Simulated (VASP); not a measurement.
# Ti: single point with PBE

The system is Ti, a slab with vacuum.

```xyz
5
Lattice="2.9386 0.0000 0.0000 -1.4693 2.5449 0.0000 0.0000 0.0000 24.3009" Properties=species:S:1:pos:R:3 pbc="T T T"
Ti    0.0000    1.6966    7.6170
Ti    1.4693    0.8483    9.7723
Ti    0.0000    1.6966   12.1504
Ti    1.4693    0.8483   14.5285
Ti    0.0000    1.6966   16.6839
```

```yaml
Program: VASP 6.6.1
Task: single point
Functional: PBE
Potentials_or_basis: VASP PAW PBE potentials, release 64 (Ti_sv)
Cutoff: 520 eV
k_mesh: 12 × 12 × 1
Occupations: gaussian, width 0.1 eV
Spin: no spin polarisation
```

| Property | Result |
| --- | --- |
| Largest force | 0.005 eV/Å |
| Band gap on the k mesh | zero (bands 30 and 31 overlap by 1.00 eV) |

Forces on the atoms (eV/Å):
```
Ti   0.000  0.000  0.005
Ti   0.000  0.000  0.001
Ti   0.000  0.000  0.000
Ti   0.000  0.000 -0.001
Ti   0.000  0.000 -0.005
```

Levels at points of the mesh, in eV from the Fermi level:
| k point | band 27 | band 28 | band 29 | band 30 | band 31 | band 32 | band 33 | band 34 |
| --- | --- | --- | --- | --- | --- | --- | --- | --- |
| (0.00, 0.00, 0.00) | -0.11 | 0.42 | 0.42 | 0.61 | 0.61 | 0.65 | 0.65 | 0.70 |
| (0.50, 0.00, 0.00) | -1.12 | -0.93 | -0.74 | 0.25 | 0.43 | 0.60 | 0.90 | 1.10 |

It took 3.9 min on 1 thread of Intel(R) Xeon(R) Platinum 8375C CPU @ 2.90GHz (Ice Lake), on a shared host, peak memory 0.36 GiB.
